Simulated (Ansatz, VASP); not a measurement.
## One calculation of Ru, two programs

```xyz
2
Lattice="2.7058 0.0000 0.0000 -1.3529 2.3433 0.0000 0.0000 0.0000 4.6030" Properties=species:S:1:pos:R:3 pbc="T T T"
Ru    0.0000    1.5622    1.1508
Ru    1.3529    0.7811    3.4523
```

Change from the starting cell: strain +0.0750 x Voigt [0, 0, 1, 0, 0, 0], atoms carried along.

Alike in both runs: task single point; functional PBE; k mesh 24 × 24 × 12; occupations gaussian, width 0.15 eV; no spin polarisation.

```csv
,VASP,Ansatz
version,VASP 6.6.1,Ansatz 0.2.0
potentials or method,"VASP PAW PBE potentials, release 64 (Ru_pv), cutoff 500 eV","scalar-relativistic, plane waves, PAW"
valence electrons in the cell,28,32
```

|  | VASP | Ansatz | Ansatz less VASP |
| --- | --- | --- | --- |
| gap on the k mesh at the Fermi level (eV) | none | none | - |
| pressure (GPa) | -14.8 | -14.7 | +0.08 |
| traceless stress, the component that is largest in VASP (GPa) | -18.82 | -18.86 | -0.037 |

A gap of «none» marks a metal or a gap that the smearing closes. VASP's potentials hold 28 valence electrons a cell and Ansatz's 32, so a difference there can come from the potentials and not from the codes.
